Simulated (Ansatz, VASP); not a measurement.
## One calculation of CdO5, two programs

```xyz
6
Lattice="0.0000 3.1224 3.1224 3.1224 0.0000 3.1224 3.1224 3.1224 0.0000" Properties=species:S:1:pos:R:3 pbc="T T T"
Cd    0.0000    0.0000    0.0000
O     1.5612    1.5612    1.5612
O     3.8926    3.8926    3.8926
O     3.8926    2.3521    2.3521
O     2.3521    2.3521    3.8926
O     2.3521    3.8926    2.3521
```

Change from the starting cell: species swapped into the ZrCu5 type (F-43m, No. 216).

Alike in both runs: functional PBE; k mesh 6 × 6 × 6; occupations gaussian, width 0.1 eV; collinear spin.

Ansatz relaxed the structure, and its values are those at the end. VASP's run is a single point on that final structure, the one shown.

|  | VASP | Ansatz |
| --- | --- | --- |
| version | VASP 6.6.1 | Ansatz 0.2.0 |
| potentials or method | VASP PAW PBE potentials, release 64 (Cd, O), cutoff 520 eV | scalar-relativistic, plane waves, PAW |
| valence electrons in the cell | 42 | 50 |

Ansatz gave:

* gap on the k mesh at the Fermi level (eV): none
* pressure (GPa): -0.1
* rms of the force components (eV/Å): 0.005
* net moment per atom (μB): 0.64
* size of the moment on the site where the two differ most (μB): 1.50

Task: Which values does VASP return?

Result: gap on the k mesh at the Fermi level (eV): none; pressure (GPa): 0.1; rms of the force components (eV/Å): 0.000; net moment per atom (μB): 0.64; size of the moment on the site where the two differ most (μB): 1.28.

Site moments also hang on the region over which each program counts them. A gap of «none» marks a metal or a gap that the smearing closes. VASP's potentials hold 42 valence electrons a cell and Ansatz's 50, so a difference there can come from the potentials and not from the codes.
